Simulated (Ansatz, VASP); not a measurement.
# One calculation of Ag, two programs

Contents of INCAR:

```
SYSTEM = Ag
PREC     = Accurate       ! precision mode
ENCUT    = 520            ! plane-wave cutoff, eV
EDIFF    = 1E-6           ! SCF threshold, eV
ISMEAR   = 0              ! smearing method
SIGMA    = 0.15           ! smearing width, eV
LREAL    = .False.        ! projectors in reciprocal space
LASPH    = .True.         ! aspherical terms in the spheres
NELM     = 100            ! most SCF steps
ALGO     = Normal         ! electronic algorithm
ISIF     = 2              ! what is computed and relaxed
LWAVE    = .False.        ! write WAVECAR
LCHARG   = .False.        ! write CHGCAR
GGA      = PS             ! functional
NBANDS   = 12             ! bands
```

File KPOINTS:

```
regular mesh
0
Gamma
  20 20 20
  0 0 0
```

The input POSCAR:

```
Ag
1.0
    0.0000000000      1.8898675000      2.0431000000
    1.8898675000      0.0000000000      2.0431000000
    1.8898675000      1.8898675000      0.0000000000
Ag
1
Direct
    0.0000000000      0.0000000000      0.0000000000
```

Input for Ansatz:

```yaml
crystal:
  lattice:
    - [0.0, 1.8898675, 2.0431]
    - [1.8898675, 0.0, 2.0431]
    - [1.8898675, 1.8898675, 0.0]
  atoms:
    - { symbol: Ag, position: [0.0, 0.0, 0.0] }
basis:
  ecutwfc: 420
kpoints:
  mp_grid: { grid: [20, 20, 20] }
hamiltonian:
  xc: pbesol
scf:
  occupations: { method: gaussian, width: 0.15 }
output:
  forces: true
  stress: true
  eigenvalues: true
```

Change from the starting cell: strain -0.0750 x Voigt [1, 1, 0, 0, 0, 0], atoms carried along.

Alike in both runs: task single point; functional PBEsol; k mesh 20 × 20 × 20; occupations gaussian, width 0.15 eV; no spin polarisation.

|  | VASP | Ansatz |
| --- | --- | --- |
| version | VASP 6.6.1 | Ansatz 0.2.0 |
| potentials or method | VASP PAW PBE potentials, release 64 (Ag), cutoff 520 eV | scalar-relativistic, plane waves, PAW |
| valence electrons in the cell | 11 | 19 |

Ansatz gave:

```
gap on the k mesh at the Fermi level (eV)                     : none
pressure (GPa)                                                : 23.3
traceless stress, the component that is largest in VASP (GPa) : -4.52
```

Problem. What did VASP give for the same quantities?

Solution. gap on the k mesh at the Fermi level (eV): none; pressure (GPa): 22.8; traceless stress, the component that is largest in VASP (GPa): -4.48.

VASP's potentials were made for PBE, not for PBEsol. A gap of «none» marks a metal or a gap that the smearing closes. With one functional, cell and mesh, what is left measures potentials, basis and numerics. VASP's potentials hold 11 valence electrons a cell and Ansatz's 19, so a difference there can come from the potentials and not from the codes.
